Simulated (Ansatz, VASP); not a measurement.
## PbSe in VASP and in Ansatz

The input INCAR:

```
SYSTEM = PbSe
PREC = Accurate
ENCUT = 400
EDIFF = 1E-8
ISMEAR = -1
SIGMA = 0.01
LREAL = .False.
LASPH = .True.
NELM = 120
ALGO = Normal
ISIF = 2
LWAVE = .False.
LCHARG = .False.
GGA = PS
LEFG = .True.
NBANDS = 17
GGA_COMPAT = .False.
```

Contents of KPOINTS:

```
Automatic mesh
0
Gamma
  9 9 9
  0 0 0
```

POSCAR

```
PbSe
1.0
    0.0306215000      3.0774607500      3.0774607500
    3.0774607500      0.0306215000      3.0774607500
    3.0774607500      3.0774607500      0.0306215000
Pb Se
1 1
Direct
    0.0000000000      0.0000000000      0.0000000000
    0.5000000000      0.5000000000      0.5000000000
```

Input for Ansatz:

```yaml
crystal:
  lattice:
    - [0.0306215, 3.07746075, 3.07746075]
    - [3.07746075, 0.0306215, 3.07746075]
    - [3.07746075, 3.07746075, 0.0306215]
  atoms:
    - { symbol: Pb, position: [0.0, 0.0, 0.0] }
    - { symbol: Se, position: [0.5, 0.5, 0.5] }
kpoints:
  mp_grid: { grid: [9, 9, 9] }
scf:
  occupations: { method: fermi_dirac, width: 0.01 }
hamiltonian:
  xc: pbesol
  pseudopotentials: { kind: paw }
output:
  forces: true
  stress: true
  eigenvalues: true
  efg: { contact_densities: true }
  write_density: true
  write_potential: true
  elf: true
  volumetric_format: npy
```

Change from the starting cell: equal xy, yz and zx shear strains of +1 %, PAW files.

Alike in both runs: task electric field gradients; functional PBEsol; k mesh 9 × 9 × 9; occupations fermi-dirac, width 0.01 eV; no spin polarisation.

|  | VASP | Ansatz |
| --- | --- | --- |
| version | VASP 6.6.1 | Ansatz 0.2.0 |
| potentials or method | VASP PAW PBE potentials, release 64 (Pb_d, Se) | PAW with Ansatz's default frozen-core files, scalar-relativistic |
| plane-wave cutoff (eV) | 400 | 420 |
| valence electrons in the cell | 20 | 30 |

```tsv
	VASP	Ansatz	Ansatz less VASP
gap on the k mesh at the Fermi level (eV)	0.57	0.56	-0.001
pressure (GPa)	-0.6	-0.6	+0.01
traceless stress, the component that is largest in VASP (GPa)	-0.18	-0.18	0.000
size of Vzz on the site where it differs most (V/Å²)	1.9	3.4	+1.50
```

VASP's potentials were made for PBE, not for PBEsol. VASP's potentials hold 20 valence electrons a cell and Ansatz's 30, so a difference there can come from the potentials and not from the codes.

Spin-orbit coupling is off throughout.
